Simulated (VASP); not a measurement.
A run of VASP 6.6.1 is set up as follows.

Contents of INCAR:

```
SYSTEM = Ca
PREC = Accurate ; ENCUT = 520
EDIFF = 1E-6 ; ISMEAR = 0
SIGMA = 0.15 ; LREAL = .False.
LASPH = .True. ; NELM = 100
ALGO = Fast ; ISIF = 2
LWAVE = .False. ; LCHARG = .False.
GGA = PS ; NBANDS = 11
```

File KPOINTS:

```
Automatic mesh
0
Gamma
  14 14 14
  0 0 0
```

POSCAR

```
Ca
1.0
    0.0000000000      2.7942000000      2.7942000000
    2.9199390000      0.0000000000      2.7942000000
    2.9199390000      2.7942000000      0.0000000000
Ca
1
Direct
    0.0000000000      0.0000000000      0.0000000000
```

Potentials or basis: VASP PAW PBE potentials, release 64 (Ca_sv).

Run with:

```bash
$ cat potpaw_PBE.64/Ca_sv/POTCAR > POTCAR
$ mpirun -np 1 vasp_std > vasp.out
```

Question: What does it give for the band gap on the k mesh?

Answer: Zero (band 5 reaches 1.82 eV, above the bottom of band 6 at 1.40 eV).

Question: What does it give for the pressure?

Answer: -1.7 GPa.

Stress tensor (GPa, compression positive):
```
-2.00  0.00  0.00
 0.00 -1.59  0.00
 0.00  0.00 -1.59
```

Caveat: the cell differs from its parent crystal (strain +0.0450 x Voigt [1, 0, 0, 0, 0, 0]); the PAW data sets were made with another functional, which shifts forces and pressure a little.
